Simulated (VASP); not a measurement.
# BaTiO3: single point with PBE

The system is BaTiO3.

```
Ba Ti O
1.0
     2.86307   -1.65299   -2.35630
     0.00000    3.30599   -2.35630
    11.77957    6.80094    9.65324
Ba Ti O
3 3 9
Direct
  0.99112 0.99112 0.67135
  0.99397 0.99397 0.18455
  0.99254 0.99254 0.42795
  0.48042 0.48042 0.06631
  0.47900 0.47900 0.30971
  0.47758 0.47758 0.55311
  0.51126 0.02189 0.05882
  0.50984 0.02046 0.30222
  0.50842 0.01904 0.54562
  0.02189 0.51126 0.05882
  0.02046 0.50984 0.30222
  0.01904 0.50842 0.54562
  0.51057 0.51057 0.17793
  0.50914 0.50914 0.42133
  0.50772 0.50772 0.66473
```

This cell differs from its parent crystal: the distance across one plane changed.

```yaml
Program: VASP 6.6.1
Task: single point
Functional: PBE
Potentials_or_basis: VASP PAW PBE potentials, release 64 (Ba_sv, Ti_sv, O)
Cutoff: 520 eV
k_mesh: 6 × 6 × 2
Occupations: gaussian, width 0.05 eV
Spin: no spin polarisation
```

```
Pressure               : -1.5 GPa
Largest force          : 1.447 eV/Å
Band gap on the k mesh : zero (bands 60 and 61 overlap by 0.04 eV)
```

Forces on the atoms (eV/Å):
```
Ba  -0.474 -0.274 -0.298
Ba  -0.912 -0.526 -0.786
Ba  -0.561 -0.324 -0.482
Ti   0.398  0.230  0.858
Ti  -1.065 -0.615 -0.763
Ti  -0.498 -0.288 -0.910
O   -0.126  0.140 -0.356
O    0.363  0.233  0.306
O    0.471  0.072  0.582
O    0.058 -0.179 -0.356
O    0.383  0.198  0.306
O    0.298  0.372  0.582
O    0.416  0.240  0.478
O    0.831  0.480  0.629
O    0.417  0.241  0.210
```

Stress tensor (GPa, compression positive):
```
-1.30  0.43  0.59
 0.43 -1.79  0.34
 0.59  0.34 -1.47
```

Levels at points of the mesh, in eV from the Fermi level:
```csv
k point,band 58,band 59,band 60,band 61,band 62,band 63
"(0.00, 0.00, 0.00)",-1.45,-1.13,-0.90,-0.02,0.32,0.44
"(0.50, 0.00, 0.00)",-1.66,-1.43,-1.16,0.55,1.06,1.17
"(0.50, 0.50, 0.00)",-1.24,-1.21,0.02,1.28,1.39,1.53
"(0.00, 0.00, 0.50)",-1.45,-1.13,-0.90,-0.02,0.30,0.44
"(0.50, 0.00, 0.50)",-1.66,-1.43,-1.16,0.55,1.06,1.17
"(0.50, 0.50, 0.50)",-1.24,-1.21,0.02,1.28,1.39,1.53
```

It took 14 min on 1 thread of AMD EPYC 9R45 96-Core Processor (Zen 5), on a shared host, peak memory 0.48 GiB.

Caveat: the cell differs from its parent crystal (the distance across one plane changed); spin-orbit coupling is left out, which moves the levels of the heavy elements; forces of over 1 eV/Å act on the atoms, so gaps and moduli don't describe the material at rest.
